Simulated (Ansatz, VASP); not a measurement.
## Two plane-wave programs on Bi

```xyz
1
Lattice="0.0000 2.5146 2.5146 2.5146 0.0000 2.5146 2.5146 2.5146 0.0000" Properties=species:S:1:pos:R:3 pbc="T T T"
Bi    0.0000    0.0000    0.0000
```

Alike in both runs: functional PBE; k mesh 16 × 16 × 16; occupations fermi-dirac, width 0.05 eV; no spin polarisation.

Ansatz relaxed the structure, and its values are those at the end. VASP's run is a single point on that final structure, the one shown.

|  | VASP | Ansatz |
| --- | --- | --- |
| version | VASP 6.6.1 | Ansatz 0.2.0 |
| potentials or method | VASP PAW PBE potentials, release 64 (Bi_d) | PAW with Ansatz's default frozen-core files, scalar-relativistic |
| plane-wave cutoff (eV) | 520 | 420 |
| valence electrons in the cell | 15 | 15 |

|  | VASP | Ansatz | Ansatz less VASP |
| --- | --- | --- | --- |
| pressure (GPa) | -0.1 | 0.0 | +0.07 |

With one functional, cell and mesh, what is left measures potentials, basis and numerics.

Neither program's run includes spin-orbit coupling.
